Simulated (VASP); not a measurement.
Input of a VASP 6.6.1 run:

File POSCAR:

```
B
1.0
    1.7150102462      0.0000000000      0.0000000000
   -0.8575051231      1.4852424409      0.0000000000
    0.0000000000      0.0000000000      9.1588010579
B
2
Direct
    0.3333333333      0.6666666667      0.2500000000
    0.6666666667      0.3333333333      0.7500000000
```

The input INCAR.step1:

```
SYSTEM = B
PREC = Accurate
ENCUT = 520
EDIFF = 1E-5
ISMEAR = -1
SIGMA = 0.1
LREAL = .False.
LASPH = .True.
NELM = 80
ALGO = Normal
ISIF = 2
LWAVE = .True.
GGA = PE
NBANDS = 10
```

INCAR.step2

```
SYSTEM = B
PREC = Accurate
ENCUT = 520
EDIFF = 1E-7
ISMEAR = -1
SIGMA = 0.1
LREAL = .False.
LASPH = .True.
NELM = 80
ALGO = Normal
ISIF = 2
LWAVE = .False.
LCHARG = .True.
GGA = PE
LHFCALC = .True.
HFSCREEN = 0.2079
PRECFOCK = Normal
LELF = .True.
LVHAR = .True.
ISTART = 1
NBANDS = 10
```

File KPOINTS:

```
regular mesh
0
Gamma
  11 11 2
  0 0 0
```

Potentials or basis: VASP PAW PBE potentials, release 64 (B).

Run with:

```bash
$ cat potpaw_PBE.64/B/POTCAR > POTCAR
$ cp INCAR.step1 INCAR
$ mpirun -np 1 vasp_std > vasp.out
$ cp INCAR.step2 INCAR
$ mpirun -np 1 vasp_std > vasp.out
```

Question: What does it give for the band gap on the k mesh?

Answer: Zero (bands 3 and 4 overlap by 12.40 eV).

Question: What does it give for the pressure?

Answer: -4.7 GPa.

Stress tensor (GPa, compression positive):
```
-6.93  0.00  0.00
 0.00 -6.93  0.00
 0.00  0.00 -0.28
```

Caveat: the k points lie up to 0.38 Å⁻¹ apart, too coarse for converged energies and pressures of a metal; the PAW data sets were made with another functional, which shifts forces and pressure a little; this functional lacks dispersion, which binds layers or chains, so the pressure and a relaxed spacing across them are unreliable.
